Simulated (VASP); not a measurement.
# Ag2Sn2Au (I4/mmm) in VASP: a series of runs, part 2 of 2

VASP 6.6.1. The steps go on from the part before.

## 3. Single point, r2SCAN+D3(BJ)+U

The input, POSCAR:

```
Ag2Sn2Au
1.0
    0.0000000000      4.4653330000      0.0000000000
    4.4653330000      0.0000000000      0.0000000000
    2.2326670000      2.2326670000     -5.6079610000
Au Sn Ag
1 2 2
Direct
    0.0000000000      0.0000000000      0.0000000000
    0.3810000000      0.3810000000      0.2380000000
    0.6190000000      0.6190000000      0.7620000000
    0.7500000000      0.2500000000      0.5000000000
    0.2500000000      0.7500000000      0.5000000000
```

The input, INCAR.step1:

```
SYSTEM = Ag2Sn2Au
PREC = Accurate
ENCUT = 520
ISMEAR = -1
SIGMA = 0.0682
LREAL = .FALSE.
LASPH = .TRUE.
NELM = 150
LMAXMIX = 4
LDAU = .TRUE.
LDAUTYPE = 2
LDAUL = -1 -1 2
LDAUU = 0 0 6
LDAUJ = 0 0 0
NBANDS = 38
GGA = PE
ALGO = Normal
EDIFF = 1E-4
LWAVE = .TRUE.
LCHARG = .FALSE.
```

The input, INCAR.step2:

```
SYSTEM = Ag2Sn2Au
PREC = Accurate
ENCUT = 520
EDIFF = 1E-6
ISMEAR = -1
SIGMA = 0.0682
LREAL = .FALSE.
LASPH = .TRUE.
NELM = 150
ALGO = Normal
ISIF = 2
LWAVE = .FALSE.
LCHARG = .FALSE.
LMAXMIX = 4
LDAU = .TRUE.
LDAUTYPE = 2
LDAUL = -1 -1 2
LDAUU = 0 0 6
LDAUJ = 0 0 0
LDAUPRINT = 1
METAGGA = R2SCAN
LMIXTAU = .TRUE.
IVDW = 12
VDW_S6 = 1.0
VDW_S8 = 0.78981345
VDW_A1 = 0.49484001
VDW_A2 = 5.73083694
NBANDS = 38
ISTART = 1
```

The input, KPOINTS:

```
regular mesh
0
G
  4 4 4
  0 0 0
```

Potentials or basis: VASP PAW PBE potentials, release 64 (Au, Sn_d, Ag).

Command:

```
> cat potpaw_PBE.64/Au/POTCAR potpaw_PBE.64/Sn_d/POTCAR potpaw_PBE.64/Ag/POTCAR > POTCAR
> cp INCAR.step1 INCAR
> mpirun -np 1 vasp_std > vasp.out
> cp INCAR.step2 INCAR
> mpirun -np 1 vasp_std > vasp.out
```

OUTCAR:

```text
SYSTEM = Ag2Sn2Au
   PREC = Accurate
   ENCUT = 520
   EDIFF = 1E-6
   ISMEAR = -1
   LREAL = .FALSE.
   LASPH = .TRUE.
   NELM = 150
   ISIF = 2
   METAGGA = R2SCAN
   IVDW = 12
   ISTART = 1
 IVDW          = 12

 ion  position               nearest neighbor table
   1  0.000  0.000  0.000-   3 3.43   2 3.43   3 3.43   2 3.43   2 3.43   3 3.43   3 3.43   2 3.43
                             4 3.58   5 3.58   5 3.58   4 3.58   5 3.58   4 3.58   5 3.58   4 3.58
   2  0.381  0.381  0.238-   3 2.67   5 2.67   4 2.67   4 2.67   5 2.67   1 3.43   1 3.43   1 3.43
                             1 3.43
   3  0.619  0.619  0.762-   2 2.67   4 2.67   5 2.67   4 2.67   5 2.67   1 3.43   1 3.43   1 3.43
                             1 3.43
   4  0.750  0.250  0.500-   2 2.67   3 2.67   3 2.67   2 2.67   5 3.16   5 3.16   5 3.16   5 3.16
                             1 3.58   1 3.58   1 3.58   1 3.58
   5  0.250  0.750  0.500-   2 2.67   3 2.67   3 2.67   2 2.67   4 3.16   4 3.16   4 3.16   4 3.16
                             1 3.58   1 3.58   1 3.58   1 3.58

  LATTYP: Found a body centered tetragonal cell.
 ALAT       =     4.4653330000
 C/A-ratio  =     2.5117772851

  Lattice vectors:

 A1 = (  -2.2326670000,   2.2326660000,   5.6079610000)
 A2 = (   2.2326660000,  -2.2326670000,   5.6079610000)
 A3 = (   2.2326670000,   2.2326670000,  -5.6079610000)

Analysis of symmetry for initial positions (statically):
=====================================================================
 Subroutine PRICEL returns:
 Original cell was already a primitive cell.

 Routine SETGRP: Setting up the symmetry group for a
 body centered tetragonal supercell.

 Subroutine GETGRP returns: Found 16 space group operations
 (whereof 16 operations were pure point group operations)
 out of a pool of 16 trial point group operations.
[... 211 lines left out ...]
  o =  0.9453  v =  0.0000  0.0000  0.0000  0.0000  0.0000  0.0000 -0.7071  0.0000  0.7071 -0.0009      0.0000  0.0000  0.0000  0.0000  0.0000  0.0000  0.0000  0.0000  0.0000  0.0000
  o =  0.9518  v =  0.0000  0.0000  0.0000  0.0000  0.0000  0.0000  0.0000 -1.0000  0.0000  0.0000      0.0000  0.0000  0.0000  0.0000  0.0000  0.0000  0.0000  0.0000  0.0000  0.0000
  o =  0.9518  v =  0.0000  0.0000 -1.0000  0.0000  0.0000  0.0000  0.0000  0.0000  0.0000  0.0000      0.0000  0.0000  0.0000  0.0000  0.0000  0.0000  0.0000  0.0000  0.0000  0.0000
  o =  0.9525  v = -1.0000  0.0000 -0.0000  0.0000  0.0000  0.0000  0.0000  0.0000  0.0000  0.0000      0.0000  0.0000  0.0000  0.0000  0.0000  0.0000  0.0000  0.0000  0.0000  0.0000
  o =  0.9525  v =  0.0000  0.0000  0.0000  0.0000  0.0000 -1.0000  0.0000 -0.0000  0.0000  0.0000      0.0000  0.0000  0.0000  0.0000  0.0000  0.0000  0.0000  0.0000  0.0000  0.0000

 number of electron      61.0000002 magnetization

 Free energy of the ion-electron system (eV)
  ---------------------------------------------------
  ext. energy  EPLUGINS =         0.00000000
  ---------------------------------------------------
  free energy    TOTEN  =      -137.02658136 eV

  energy without entropy =     -137.01442471  energy(sigma->0) =     -137.02050304

 E-fermi :   7.3857     XC(G=0): -11.6441

 val. band max:        7.1316309847   @ k =   0.5000   0.5000   0.2500
 cond. band min:       7.5561152520   @ k =   0.5000   0.2500  -0.0000
 fundamental gap:      0.4244842673
 Fermi energy:         7.3857318881

 k-point     1 :       0.0000    0.0000    0.0000
  band No.  band energies     occupation
      1     -15.1358      2.00000
      2     -14.9662      2.00000
      3     -14.9662      2.00000
      4     -14.9225      2.00000
      5     -14.8999      2.00000
      6     -14.8804      2.00000
[... 522 lines left out ...]
     37      13.0117      0.00000
     38      13.0117      0.00000

------------------------ aborting loop because EDIFF is reached ----------------------------------------

 Edisp (eV)   -1.10306

 E8    (eV) :    -0.4005

  FORCE on cell =-STRESS in cart. coord.  units (eV):
  Direction    XX          YY          ZZ          XY          YZ          ZX
  --------------------------------------------------------------------------------------
  -------------------------------------------------------------------------------------
  Total       0.88872     0.88872     3.84197     0.00000    -0.00000    -0.00000
  in kB      12.73400    12.73400    55.04930     0.00000    -0.00000    -0.00000
  external pressure =       26.84 kB  Pullay stress =        0.00 kB

 VOLUME and BASIS-vectors are now :
 -----------------------------------------------------------------------------
  energy-cutoff  :      520.00
  volume of cell :      111.82
      direct lattice vectors                 reciprocal lattice vectors
     0.000000000  4.465333000  0.000000000     0.000000000  0.223947464  0.089158985
     4.465333000  0.000000000  0.000000000     0.223947464  0.000000000  0.089158985
     2.232667000  2.232667000 -5.607961000     0.000000000  0.000000000 -0.178317931

 POSITION                                       TOTAL-FORCE (eV/Angst)
 -----------------------------------------------------------------------------------
      0.00000      0.00000      0.00000        -0.000000      0.000000      0.000000
      2.23267      2.23267     -1.33469        -0.000000     -0.000000      0.662991
      4.46533      4.46533     -4.27327         0.000000      0.000000     -0.662991
      2.23267      4.46533     -2.80398         0.000000      0.000000      0.000000
      4.46533      2.23267     -2.80398         0.000000     -0.000000      0.000000
 -----------------------------------------------------------------------------------
    total drift:                                0.000000      0.000000     -0.000000

  FREE ENERGIE OF THE ION-ELECTRON SYSTEM (eV)
  ---------------------------------------------------
  free  energy   TOTEN  =      -138.1296363756 eV

  energy  without entropy=     -138.1174797251  energy(sigma->0) =     -138.12355805
```

OUTCAR.step1:

```text
SYSTEM = Ag2Sn2Au
   PREC = Accurate
   ENCUT = 520
   ISMEAR = -1
   LREAL = .FALSE.
   LASPH = .TRUE.
[... 761 lines left out ...]
      4.46533      4.46533     -4.27327         0.000000      0.000000     -0.616135
      2.23267      4.46533     -2.80398         0.000000      0.000000     -0.000000
      4.46533      2.23267     -2.80398        -0.000000      0.000000     -0.000000
 -----------------------------------------------------------------------------------
    total drift:                                0.000000      0.000000     -0.000000

  FREE ENERGIE OF THE ION-ELECTRON SYSTEM (eV)
  ---------------------------------------------------
  free  energy   TOTEN  =       -10.8535489426 eV

  energy  without entropy=      -10.8388493870  energy(sigma->0) =      -10.84619916
```

OSZICAR.step1:

```text
N       E                     dE             d eps       ncg     rms          rms(c)
DAV:   1     0.631963604883E+03    0.63196E+03   -0.29855E+04  1068   0.217E+03
DAV:   2     0.662482361925E+02   -0.56572E+03   -0.54302E+03  1008   0.617E+02
DAV:   3    -0.826799087366E+01   -0.74516E+02   -0.72729E+02  1054   0.176E+02
DAV:   4    -0.113923957663E+02   -0.31244E+01   -0.31089E+01  1146   0.387E+01
DAV:   5    -0.114781531831E+02   -0.85757E-01   -0.85752E-01  1186   0.671E+00    0.980E+00
DAV:   6    -0.108974616183E+02    0.58069E+00   -0.28712E+00  1074   0.104E+01    0.562E+00
DAV:   7    -0.108645878663E+02    0.32874E-01   -0.17183E-01  1102   0.296E+00    0.314E+00
DAV:   8    -0.108537716286E+02    0.10816E-01   -0.26635E-02  1226   0.138E+00    0.355E-01
DAV:   9    -0.108535393068E+02    0.23232E-03   -0.29868E-03  1130   0.487E-01    0.787E-02
DAV:  10    -0.108535489426E+02   -0.96358E-05   -0.62939E-04  1168   0.224E-01
   1 F= -.10853549E+02 E0= -.10846199E+02  d E =-.146996E-01
```

Wall time 3.1 min (1 thread of Intel Xeon 8259CL, shared host); peak memory 0.29 GiB.

What came out:

| Item | Value |
| --- | --- |
| Free energy | -138.1296 eV |
| Pressure | 2.7 GPa |
| Largest force | 0.663 eV/Å |
| Band gap on the k mesh | zero (an odd number of electrons rules out a gap without spin polarisation) |
| Dispersion energy per atom | -0.221 eV |

Forces on the atoms (eV/Å):
```
Au   0.000  0.000  0.000
Sn   0.000  0.000  0.663
Sn   0.000  0.000 -0.663
Ag   0.000  0.000  0.000
Ag   0.000  0.000  0.000
```

Eigenvalues of the final occupation matrices:
```tsv
site	spin	trace	eigenvalues
site 4 d	1	4.74	0.95 0.95 0.95 0.95 0.95
site 4 d	2	4.74	0.95 0.95 0.95 0.95 0.95
site 5 d	1	4.74	0.95 0.95 0.95 0.95 0.95
site 5 d	2	4.74	0.95 0.95 0.95 0.95 0.95
```

Caveat: the k points lie up to 0.38 Å⁻¹ apart, too coarse for converged energies and pressures of a metal; the PAW data sets were made with another functional, which shifts forces and pressure a little; spin-orbit coupling is left out, which moves the levels of the heavy elements; U without spin polarisation on a metal has little footing; the U is typed as a test and isn't derived for this compound.

## 4. Single point, r2SCAN

POSCAR is that of step 3.

The input, INCAR.step1:

```
  ALGO = Normal
  EDIFF = 1E-4
  ENCUT = 520
  GGA = PE
  ISMEAR = -1
  ISYM = 0
  LASPH = True
  LCHARG = False
  LREAL = False
  LWAVE = True
  NBANDS = 38
  NELM = 80
  PREC = Accurate
  SIGMA = 0.0682
```

The input, INCAR.step2:

```
  ALGO = Normal
  EDIFF = 1E-6
  ENCUT = 520
  ISIF = 2
  ISMEAR = -1
  ISTART = 1
  ISYM = 0
  LASPH = True
  LCHARG = False
  LMIXTAU = True
  LREAL = False
  LWAVE = False
  METAGGA = R2SCAN
  NBANDS = 38
  NELM = 80
  PREC = Accurate
  SIGMA = 0.0682
```

The input, KPOINTS:

```
k-points
0
Gamma
  4 4 4
```

Command:

```
> cat potpaw_PBE.64/Au/POTCAR potpaw_PBE.64/Sn_d/POTCAR potpaw_PBE.64/Ag/POTCAR > POTCAR
> cp INCAR.step1 INCAR
> mpirun -np 1 vasp_std > vasp.out
> cp INCAR.step2 INCAR
> mpirun -np 1 vasp_std > vasp.out
```

Wall time 6.6 min (1 thread of Intel Xeon 8259CL, shared host); peak memory 0.35 GiB.

The run converged. Its results:

```yaml
Free_energy: -140.7635 eV
Pressure: 5.0 GPa
Largest_force: 0.684 eV/Å
Band_gap_on_the_k_mesh: zero (an odd number of electrons rules out a gap without spin polarisation)
```

Forces in eV/Å, atoms in the order of the input:
```
Au   0.000  0.000  0.000
Sn   0.000  0.000  0.684
Sn   0.000  0.000 -0.684
Ag   0.000  0.000  0.000
Ag   0.000  0.000  0.000
```

Stress tensor (GPa, compression positive):
```
3.79 0.00 0.00
0.00 3.79 0.00
0.00 0.00 7.29
```

Levels at points of the mesh, in eV from the Fermi level:
| k point | band 27 | band 28 | band 29 | band 30 | band 31 | band 32 | band 33 | band 34 |
| --- | --- | --- | --- | --- | --- | --- | --- | --- |
| (0.00, 0.00, 0.00) | -3.34 | -2.27 | -0.51 | 0.22 | 0.22 | 0.96 | 0.96 | 3.15 |
| (0.50, 0.00, 0.00) | -3.23 | -3.09 | -2.41 | 0.59 | 1.40 | 1.50 | 2.11 | 3.26 |
| (0.00, 0.50, 0.50) | -3.23 | -3.09 | -2.41 | 0.59 | 1.40 | 1.50 | 2.11 | 3.26 |
| (0.50, 0.00, 0.50) | -3.23 | -3.09 | -2.41 | 0.59 | 1.40 | 1.50 | 2.11 | 3.26 |
| (0.00, 0.50, 0.00) | -3.23 | -3.09 | -2.41 | 0.59 | 1.40 | 1.50 | 2.11 | 3.26 |
| (0.50, 0.50, 0.00) | -3.05 | -2.97 | -2.48 | -2.21 | -1.42 | -0.52 | 1.03 | 2.19 |
| (0.50, 0.50, 0.50) | -3.05 | -2.97 | -2.48 | -2.21 | -1.42 | -0.52 | 1.03 | 2.19 |
| (0.00, 0.00, 0.50) | -3.19 | -1.52 | -1.52 | -0.39 | 1.04 | 2.79 | 3.07 | 4.08 |

Caveat: the k points lie up to 0.38 Å⁻¹ apart, too coarse for converged energies and pressures of a metal; the PAW data sets were made with another functional, which shifts forces and pressure a little; spin-orbit coupling is left out, which moves the levels of the heavy elements.
